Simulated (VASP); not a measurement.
Input of a VASP 6.6.1 run:

File INCAR:

```
  ALGO = Normal
  EDIFF = 1E-6
  ENCUT = 520
  GGA = PS
  ISIF = 2
  ISMEAR = -1
  LASPH = True
  LCHARG = True
  LELF = True
  LREAL = False
  LVHAR = True
  LWAVE = False
  NBANDS = 16
  NELM = 100
  PREC = Accurate
  SIGMA = 0.05
```

Contents of KPOINTS:

```
k-points
0
Gamma
  7 7 8
```

Contents of POSCAR:

```
AlSn
1.0
    4.1981056157      0.0000000000      0.0000000000
   -2.0990528078      3.6356661109      0.0000000000
    0.0000000000      0.0000000000      3.3068470000
Sn Al
1 1
Direct
    0.3333333333      0.6666666667      0.5000000000
    0.0000000000      0.0000000000      0.0000000000
```

Potentials or basis: VASP PAW PBE potentials, release 64 (Sn_d, Al).

Run with:

```console
$ cat potpaw_PBE.64/Sn_d/POTCAR potpaw_PBE.64/Al/POTCAR > POTCAR
$ mpirun -np 1 vasp_std > vasp.out
```

Question: Predict the pressure.

Answer: -1.8 GPa.

Stress tensor (GPa, compression positive):
```
-1.90  0.00  0.00
 0.00 -1.90  0.00
 0.00  0.00 -1.72
```

Caveat: the PAW data sets were made with another functional, which shifts forces and pressure a little.
